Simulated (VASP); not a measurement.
Ga: single point with r2SCAN

Ga:

```
Ga
1.0
     2.97620    0.00000    0.00000
    -1.48810    2.57746    0.00000
     0.00000    0.00000    4.69825
Ga
2
Direct
  0.33333 0.66667 0.25000
  0.66667 0.33333 0.75000
```

```json
{
 "Program": "VASP 6.6.1",
 "Task": "single point",
 "Functional": "r2SCAN",
 "Potentials or basis": "VASP PAW PBE potentials, release 64 (Ga_d)",
 "Cutoff": "520 eV",
 "k mesh": "14 × 14 × 8",
 "Occupations": "fermi-dirac, width 0.1 eV",
 "Spin": "no spin polarisation",
 "Dipole correction": "no",
 "Further INCAR settings": "ALGO = Normal; EDIFF = 1e-06; NBANDS = 20"
}
```

| Quantity | Value |
| --- | --- |
| Pressure | 0.3 GPa |
| Band gap on the k mesh | zero (band 13 reaches 11.14 eV, above the bottom of band 14 at 2.42 eV) |

Stress tensor (GPa, compression positive):
```
0.22 0.00 0.00
0.00 0.22 0.00
0.00 0.00 0.43
```

Levels at points of the mesh, in eV from the Fermi level:
| k point | band 11 | band 12 | band 13 | band 14 | band 15 | band 16 |
| --- | --- | --- | --- | --- | --- | --- |
| (0.00, 0.00, 0.00) | -12.07 | -4.76 | -4.34 | 10.06 | 10.06 | 12.26 |
| (0.50, 0.00, 0.00) | -6.23 | -5.44 | 0.97 | 0.98 | 0.99 | 3.39 |
| (0.00, 0.00, 0.50) | -10.21 | -10.21 | 4.61 | 4.61 | 11.47 | 11.47 |
| (0.50, 0.00, 0.50) | -4.45 | -4.45 | -3.51 | -3.51 | 6.88 | 6.88 |

Run time: 2 min on 1 thread of Intel(R) Xeon(R) Platinum 8488C (Sapphire Rapids), on a shared host, peak memory 0.2 GiB.

Caveat: the PAW data sets were made with another functional, which shifts forces and pressure a little.
